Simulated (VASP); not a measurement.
# Al10O in VASP: relaxation of the atoms with PBEsol

Aim: the relaxation of the atoms of Al10O with PBEsol.

All numbers are computed with VASP 6.6.1; they aren't measurements. Logs are shortened: lines on timing, memory, paths and dates and some standing lists are left out, and cuts for length are marked.

## 1. The cell of the first run

The cell holds a slab with vacuum, 11 atoms: a = 2.836 Å, b = 2.836 Å, c = 39.975 Å, α = 90.00°, β = 90.00°, γ = 120.00°.

## 2. Relaxation of the atoms, PBEsol

Input file INCAR:

```
SYSTEM = Al10O
ALGO = Normal
DIPOL = 0.5 0.5 0.503
EDIFF = 1E-6
EDIFFG = -0.03
ENCUT = 520
GGA = PS
IBRION = 2
IDIPOL = 3
ISIF = 2
ISMEAR = 0
LASPH = .True.
LCHARG = .False.
LDIPOL = .True.
LREAL = .False.
LWAVE = .False.
NELM = 80
NSW = 90
PREC = Accurate
SIGMA = 0.1
```

Input file KPOINTS:

```
k-points
0
Gamma
  12 12 1
  0 0 0
```

Input file POSCAR:

```
Al10O
1.0
    2.8362844919      0.0000000000      0.0000000000
   -1.4181422459      2.4562944223      0.0000000000
    0.0000000000      0.0000000000     39.9748362738
Al O
10 1
Selective dynamics
Direct
    0.3333333333      0.6666666667      0.2126337664  F F F
    0.0000000000      0.0000000000      0.2709338767  F F F
    0.6666666667      0.3333333333      0.3292339870  F F F
    0.0000000000      0.0000000000      0.3875340974  F F F
    0.3333333333      0.6666666667      0.4458342076  F F F
    0.0000000000      0.0000000000      0.5035201778  T T T
    0.6666666667      0.3333333333      0.5614996803  T T T
    0.0000000000      0.0000000000      0.6197912003  T T T
    0.3333333333      0.6666666667      0.6776229419  T T T
    0.0000000000      0.0000000000      0.7366719068  T T T
    0.0000000000      0.0000000000      0.7837014928  T T T
```

Potentials or basis: VASP PAW PBE potentials, release 64 (Al, O).

Run with:

```console
$ cat potpaw_PBE.64/Al/POTCAR potpaw_PBE.64/O/POTCAR > POTCAR
$ mpirun -np 1 vasp_std > vasp.out
```

OUTCAR:

```text
SYSTEM = Al10O
   EDIFF = 1E-6
   EDIFFG = -0.03
   ENCUT = 520
   GGA = PS
   IBRION = 2
   ISIF = 2
   ISMEAR = 0
   LASPH = .True.
   LREAL = .False.
   NELM = 80
   NSW = 90
   PREC = Accurate

 ion  position               nearest neighbor table
   1  0.333  0.667  0.213-   2 2.85   2 2.85   2 2.85
   2  0.000  0.000  0.271-   1 2.85   3 2.85   1 2.85   3 2.85   1 2.85   3 2.85
   3  0.667  0.333  0.329-   2 2.85   2 2.85   2 2.85   4 2.85   4 2.85   4 2.85
   4  0.000  0.000  0.388-   5 2.85   5 2.85   5 2.85   3 2.85   3 2.85   3 2.85
   5  0.333  0.667  0.446-   6 2.83   6 2.83   6 2.83   4 2.85   4 2.85   4 2.85
   6  0.000  0.000  0.504-   5 2.83   5 2.83   5 2.83   7 2.84   7 2.84   7 2.84
   7  0.667  0.333  0.561-   6 2.84   6 2.84   6 2.84   8 2.85   8 2.85   8 2.85
   8  0.000  0.000  0.620-   9 2.83   9 2.83   9 2.83   7 2.85   7 2.85   7 2.85
   9  0.333  0.667  0.678-   8 2.83   8 2.83   8 2.83  10 2.87  10 2.87  10 2.87
  10  0.000  0.000  0.737-  11 1.88   9 2.87   9 2.87   9 2.87
  11  0.000  0.000  0.784-  10 1.88

  LATTYP: Found a hexagonal cell.
 ALAT       =     2.8362844919
 C/A-ratio  =    14.0940855503

  Lattice vectors:

 A1 = (   2.8362844919,   0.0000000000,   0.0000000000)
 A2 = (  -1.4181422459,   2.4562944223,   0.0000000000)
 A3 = (   0.0000000000,   0.0000000000,  39.9748362738)

Analysis of symmetry for initial positions (statically):
=====================================================================
 Subroutine PRICEL returns:
 Original cell was already a primitive cell.

 Routine SETGRP: Setting up the symmetry group for a
 hexagonal supercell.

 Subroutine GETGRP returns: Found  6 space group operations
 (whereof  6 operations were pure point group operations)
 out of a pool of 24 trial point group operations.

The static configuration has the point symmetry C_3v.

Analysis of symmetry for dynamics (positions and initial velocities):
=====================================================================
 Subroutine PRICEL returns:
 Original cell was already a primitive cell.

 Routine SETGRP: Setting up the symmetry group for a
 hexagonal supercell.

 Subroutine GETGRP returns: Found  6 space group operations
 (whereof  6 operations were pure point group operations)
 out of a pool of 24 trial point group operations.

The dynamic configuration has the point symmetry C_3v.

Analysis of constrained symmetry for selective dynamics:
=====================================================================
 Subroutine PRICEL returns:
 Original cell was already a primitive cell.

 Routine SETGRP: Setting up the symmetry group for a
 hexagonal supercell.

 Subroutine GETGRP returns: Found  6 space group operations
 (whereof  6 operations were pure point group operations)
 out of a pool of 24 trial point group operations.

The constrained configuration has the point symmetry C_3v.

 Subroutine INISYM returns: Found  6 space group operations
 (whereof  6 operations are pure point group operations),
 and found     1 'primitive' translations

----------------------------------------------------------------------------------------

                                     Primitive cell

  volume of cell :     278.4947

  direct lattice vectors                    reciprocal lattice vectors
     2.836284492  0.000000000  0.000000000     0.352573941  0.203558660  0.000000000
    -1.418142246  2.456294422  0.000000000     0.000000000  0.407117319  0.000000000
     0.000000000  0.000000000 39.974836274     0.000000000  0.000000000  0.025015737

  length of vectors
     2.836284492  2.836284492 39.974836274     0.407117319  0.407117319  0.025015737

  position of ions in fractional coordinates (direct lattice)
     0.333333333  0.666666667  0.212633766
     0.000000000  0.000000000  0.270933877
     0.666666667  0.333333333  0.329233987
     0.000000000  0.000000000  0.387534097
     0.333333333  0.666666667  0.445834208
     0.000000000  0.000000000  0.503520178
     0.666666667  0.333333333  0.561499680
     0.000000000  0.000000000  0.619791200
     0.333333333  0.666666667  0.677622942
     0.000000000  0.000000000  0.736671907
     0.000000000  0.000000000  0.783701493

  ion indices of the primitive-cell ions
   primitive index   ion index
                 1           1
                 2           2
                 3           3
                 4           4
                 5           5
                 6           6
                 7           7
                 8           8
                 9           9
                10          10
                11          11

----------------------------------------------------------------------------------------

 KPOINTS: k-points

Automatic generation of k-mesh.
 Grid dimensions read from file:
 generate k-points for:   12   12    1

 Generating k-lattice:

  Cartesian coordinates                     Fractional coordinates (reciprocal lattice)
     0.029381162  0.016963222  0.000000000     0.083333333  0.000000000  0.000000000
     0.000000000  0.033926443  0.000000000     0.000000000  0.083333333  0.000000000
     0.000000000  0.000000000  0.025015737     0.000000000  0.000000000  1.000000000

  Length of vectors
     0.033926443  0.033926443  0.025015737

  Shift w.r.t. Gamma in fractional coordinates (k-lattice)
     0.000000000  0.000000000  0.000000000

 Subroutine IBZKPT returns following result:
 ===========================================

 Found     19 irreducible k-points:

 Following reciprocal coordinates:
            Coordinates               Weight
  0.000000  0.000000  0.000000      1.000000
  0.083333  0.000000  0.000000      6.000000
  0.166667  0.000000  0.000000      6.000000
  0.250000  0.000000  0.000000      6.000000
  0.333333  0.000000  0.000000      6.000000
  0.416667 -0.000000  0.000000      6.000000
[... 11 lines left out ...]
  0.333333  0.250000  0.000000     12.000000
  0.333333  0.333333  0.000000      2.000000
   k-points           NKPTS =     19   k-points in BZ     NKDIM =     19   number of bands    NBANDS=     24
   number of dos      NEDOS =    301   number of ions     NIONS =     11
   total plane-waves  NPLWV = 172800
   dimension x,y,z NGX =    24 NGY =   24 NGZ =  300
   dimension x,y,z NGXF=    48 NGYF=   48 NGZF=  600
   ions per type =              10   1
   NGX,Y,Z   is equivalent  to a cutoff of  14.07, 14.07, 12.48 a.u.
   NGXF,Y,Z  is equivalent  to a cutoff of  28.13, 28.13, 24.95 a.u.
 SYSTEM =  Al10O
   PREC   = accura    normal or accurate (medium, high low for compatibility)
   ISTART =      0    job   : 0-new  1-cont  2-samecut
   ICHARG =      2    charge: 1-file 2-atom 10-const
   ISPIN  =      1    spin polarized calculation?
   LNONCOLLINEAR =      F non collinear calculations
   LSORBIT =      F    spin-orbit coupling
   LASPH  =      T    aspherical Exc in radial PAW
   ENCUT  =  520.0 eV  38.22 Ry    6.18 a.u.   5.27  5.27 74.33*2*pi/ulx,y,z
   NELM   =     80;   NELMIN=  2; NELMDL= -5     # of ELM steps
   EDIFF  = 0.1E-05   stopping-criterion for ELM
   LREAL  =      F    real-space projection
   EDIFFG = -.3E-01   stopping-criterion for IOM
   NSW    =     90    number of steps for IOM
   IBRION =      2    ionic relax: 0-MD 1-quasi-New 2-CG
   NFREE  =      1    steps in history (QN), initial steepest desc. (CG)
   ISIF   =      2    stress and relaxation
   ISYM   =      2    0-nonsym 1-usesym 2-fastsym
   POTIM  = 0.5000    time-step for ionic-motion
   TEBEG  =    0.0;   TEEND  =   0.0 temperature during run
   PSTRESS=    0.0 pullay stress
   NELECT =      36.0000    total number of electrons
   NUPDOWN=      -1.0000    fix difference up-down
   EMIN   =  10.00;   EMAX   =-10.00  energy-range for DOS
   EFERMI =   0.00;   METHOD = LEGACY
   ISMEAR =     0;   SIGMA  =   0.10  broadening in eV -4-tet -1-fermi 0-gaus
   EFERMI_NEDOS =   21; number of points for ismear=-14 and -15
   IALGO  =     38    algorithm
   IMIX   =      4    mixing-type and parameters
     AMIX     =   0.40;   BMIX     =  1.00
     AMIX_MAG =   1.60;   BMIX_MAG =  1.00
  volume/ion in A,a.u.               =      25.32       170.85
  Fermi-wavevector in a.u.,A,eV,Ry     =   0.827758  1.564236  9.322484  0.685183
  Thomas-Fermi vector in A             =   1.940017
   LORBIT       =      0    0 simple, 1 ext, 2 COOP (PROOUT), +10 PAW based schemes
   GGA     = PS    functional components
   LHFCALC =     F    Hartree Fock is set to
   AEXX    =    0.0000 exact exchange contribution
   IVDW    =     0    specifies the selected vdW correction
   LEPSILON=     F    determine dielectric tensor
   LRPA    =     F    only Hartree local field effects (RPA)
 conjugate gradient relaxation of ions
 non-spin polarized calculation
 Gauss-broadening in eV      SIGMA  =   0.10
  energy-cutoff  :      520.00
  volume of cell :      278.49
 maximum number of plane-waves:      7543
 NGX is ok and might be reduce to    24
   NGX = 11   NGY = 11   NGZ =149

--------------------------------------- Ionic step        1  -------------------------------------------

 number of electron      36.0000001 magnetization

 Free energy of the ion-electron system (eV)
  ---------------------------------------------------
  ext. energy  EPLUGINS =         0.00000000
  ---------------------------------------------------
  free energy    TOTEN  =       -44.98393892 eV

  energy without entropy =      -44.95042980  energy(sigma->0) =      -44.96718436

------------------------ aborting loop because EDIFF is reached ----------------------------------------

  FORCE on cell =-STRESS in cart. coord.  units (eV):
  Direction    XX          YY          ZZ          XY          YZ          ZX
  --------------------------------------------------------------------------------------
  -------------------------------------------------------------------------------------
  Total       -0.4522061     -0.4522061     -5.8642502     -0.0000000      0.0000000     -0.0000000
  in kB       -2.6015373     -2.6015373    -33.7369775     -0.0000000      0.0000000     -0.0000000
  external PRESSURE =     -12.9800173 kB  Pullay stress =       0.0000000 kB
[... 71 lines left out ...]
  FREE ENERGIE OF THE ION-ELECTRON SYSTEM (eV)
  ---------------------------------------------------
  free  energy   TOTEN  =       -45.2195042324 eV

  energy  without entropy=      -45.1842548401  energy(sigma->0) =      -45.20187954

 dipolmoment           0.000000      0.000000     -0.663066 electrons x Angstroem

--------------------------------------- Ionic step        3  -------------------------------------------

 number of electron      36.0000001 magnetization

------------------------ aborting loop because EDIFF is reached ----------------------------------------
[... 34 lines left out ...]
  FREE ENERGIE OF THE ION-ELECTRON SYSTEM (eV)
  ---------------------------------------------------
  free  energy   TOTEN  =       -45.3093991600 eV

  energy  without entropy=      -45.2762802135  energy(sigma->0) =      -45.29283969

[... ionic steps 4 to 20 ...]

--------------------------------------- Ionic step       21  -------------------------------------------

 number of electron      35.9999997 magnetization

------------------------ aborting loop because EDIFF is reached ----------------------------------------
[... 85 lines left out ...]
--------------------------------------- Ionic step       23  -------------------------------------------

 number of electron      35.9999997 magnetization

 dipolmoment           0.000000      0.000000      0.217010 electrons x Angstroem

 Free energy of the ion-electron system (eV)
  ---------------------------------------------------
  ext. energy  EPLUGINS =         0.00000000
  ---------------------------------------------------
  free energy    TOTEN  =       -45.34763786 eV

  energy without entropy =      -45.31362050  energy(sigma->0) =      -45.33062918

 E-fermi :   1.9215     XC(G=0):  -6.7309

 val. band max:        1.9058185466   @ k =   0.5000   0.0000   0.0000
 cond. band min:       1.9219897817   @ k =   0.4167   0.0833   0.0000
 fundamental gap:      0.0161712351
 Fermi energy:         1.9214580511

 k-point     1 :       0.0000    0.0000    0.0000
  band No.  band energies     occupation
      1     -15.0147      2.00000
      2      -9.2330      2.00000
      3      -9.0412      2.00000
      4      -8.7232      2.00000
      5      -8.2687      2.00000
      6      -7.6829      2.00000
[... 502 lines left out ...]
     23       1.5585      2.00000
     24       1.5596      2.00000

------------------------ aborting loop because EDIFF is reached ----------------------------------------

 vacuum level on the upper side and lower side of the slab       (xc-potential included)         2.736        -2.831

  FORCE on cell =-STRESS in cart. coord.  units (eV):
  Direction    XX          YY          ZZ          XY          YZ          ZX
  --------------------------------------------------------------------------------------
  -------------------------------------------------------------------------------------
  Total        0.3978345      0.3978345     -0.7283650      0.0000000      0.0000000      0.0000000
  in kB        2.2887383      2.2887383     -4.1902772      0.0000000      0.0000000      0.0000000
  external PRESSURE =       0.1290665 kB  Pullay stress =       0.0000000 kB
[... 26 lines left out ...]
  FREE ENERGIE OF THE ION-ELECTRON SYSTEM (eV)
  ---------------------------------------------------
  free  energy   TOTEN  =       -45.3476378642 eV

  energy  without entropy=      -45.3136205020  energy(sigma->0) =      -45.33062918

 reached required accuracy - stopping structural energy minimisation

 vacuum level on the upper side and lower side of the slab        11.614         5.974
```

Wall time 51 min (1 thread of Intel Xeon Platinum 8488C (Sapphire Rapids), shared host); peak memory 0.49 GiB.

What came out:

- Free energy: -45.3476 eV
- Energy gained by relaxing: 33.1 meV/atom
- Ionic steps: 23

Step by step:
```
step  energy change (eV)  largest force on free atoms (eV/Å)  pressure (GPa)
   1              0.0000                              2.9058           -1.30
   2             -0.2356                              2.7113            0.61
   3             -0.3255                              0.3781           -0.24
   4             -0.3256                              0.3804           -0.20
   5             -0.3346                              0.2949           -0.19
   6             -0.3495                              0.1972           -0.13
   7             -0.3502                              0.2259           -0.10
   8             -0.3523                              0.3877           -0.21
   9             -0.3527                              0.2685           -0.17
  10             -0.3554                              0.2097           -0.14
  11             -0.3592                              0.1331           -0.05
  12             -0.3592                              0.1380           -0.04
  13             -0.3599                              0.1220           -0.05
  14             -0.3616                              0.0753           -0.05
  15             -0.3616                              0.1436           -0.03
  16             -0.3621                              0.1062           -0.03
  17             -0.3624                              0.1267            0.04
  18             -0.3625                              0.0680            0.02
  19             -0.3630                              0.0568            0.01
  20             -0.3635                              0.0359            0.04
  21             -0.3635                              0.0883            0.05
  22             -0.3636                              0.0310            0.03
  23             -0.3637                              0.0147            0.01
```

Final structure:
```
Al O
1.0
     2.83628    0.00000    0.00000
    -1.41814    2.45629    0.00000
     0.00000    0.00000   39.97484
Al O
10 1
Direct
  0.33333 0.66667 0.21263
  0.00000 0.00000 0.27093
  0.66667 0.33333 0.32923
  0.00000 0.00000 0.38753
  0.33333 0.66667 0.44583
  0.00000 0.00000 0.50422
  0.66667 0.33333 0.56295
  0.00000 0.00000 0.62163
  0.33333 0.66667 0.67970
  0.00000 0.00000 0.73646
  0.00000 0.00000 0.77852
```

Levels at points of the mesh, in eV from the Fermi level:
| k point | band 15 | band 16 | band 17 | band 18 | band 19 | band 20 | band 21 | band 22 |
| --- | --- | --- | --- | --- | --- | --- | --- | --- |
| (0.00, 0.00, 0.00) | -0.47 | 0.37 | 0.37 | 0.87 | 2.29 | 3.55 | 4.42 | 5.36 |
| (0.50, 0.00, 0.00) | -2.41 | -2.06 | -1.75 | -1.01 | -0.90 | -0.24 | -0.05 | -0.02 |

Caveat: the highest band is partly filled, so the run has too few bands; the PAW data sets were made with another functional, which shifts forces and pressure a little.
